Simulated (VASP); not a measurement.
Set up this calculation in VASP 6.6.1, as the native input.

* Task: relaxation of cell and atoms
* Functional: PBE
* Potentials or basis: VASP PAW PBE potentials, release 64 (Se)
* Cutoff: 600 eV
* k mesh: 4 × 4 × 4
* Occupations: gaussian, width 0.1 eV
* Spin: no spin polarisation
* Dipole correction: no
* Further INCAR settings: ALGO = Normal; EDIFF = 1e-06; IBRION = 2; EDIFFG = -0.04; NSW = 90; ISIF = 3

The structure of Se lies in POSCAR:

```
Se
1.0
    4.7137450400      0.0000000000      0.0000000000
    0.0000000000      4.7137450400      0.0000000000
    0.0000000000      0.0000000000      4.7137450400
Se
4
Direct
    0.0000000000      0.0000000000      0.0000000000
    0.5000000000      0.0000000000      0.0000000000
    0.0000000000      0.5000000000      0.0000000000
    0.0000000000      0.0000000000      0.5000000000
```

The cell was built from a structure type or drawn by symmetry, and may not be a known phase.

These files were run (other wordings do the same):

INCAR

```
SYSTEM = Se
ALGO     = Normal         ! electronic algorithm
EDIFF    = 1E-6           ! SCF threshold, eV
EDIFFG   = -0.04          ! ionic threshold
ENCUT    = 600            ! plane-wave cutoff, eV
GGA      = PE             ! functional
IBRION   = 2              ! ionic algorithm
ISIF     = 3              ! what is computed and relaxed
ISMEAR   = 0              ! smearing method
LASPH    = .True.         ! aspherical terms in the spheres
LCHARG   = .False.        ! write CHGCAR
LREAL    = .False.        ! projectors in reciprocal space
LWAVE    = .False.        ! write WAVECAR
NELM     = 60             ! most SCF steps
NSW      = 90             ! ionic steps
PREC     = Accurate       ! precision mode
SIGMA    = 0.1            ! smearing width, eV
```

KPOINTS

```
k-points
0
Gamma
  4 4 4
  0 0 0
```

Potentials or basis: VASP PAW PBE potentials, release 64 (Se).

Launch:

```sh
$ cat potpaw_PBE.64/Se/POTCAR > POTCAR
$ mpirun -np 1 vasp_std > vasp.out
```

Results of the run:

The relaxed volume is 34.69 Å³/atom. The relaxed cell is a = 5.177 Å, b = 5.177 Å, c = 5.177 Å, α = 90.00°, β = 90.00°, γ = 90.00°, the space group after relaxing (to 0.1 Å) is Pm-3m (No. 221) and the energy gained by relaxing is 359.1 meV/atom. The ionic steps are 4. The pressure after relaxing is 0.0 GPa and the band gap on the k mesh is zero (bands 12 and 13 overlap by 0.46 eV).

Caveat: the volume moved by over 15 % at a fixed basis, so the end points are rough.

Wall time 34 s on 1 thread of Intel(R) Xeon(R) 6975P-C (Granite Rapids) (shared host), peak memory 0.24 GiB.
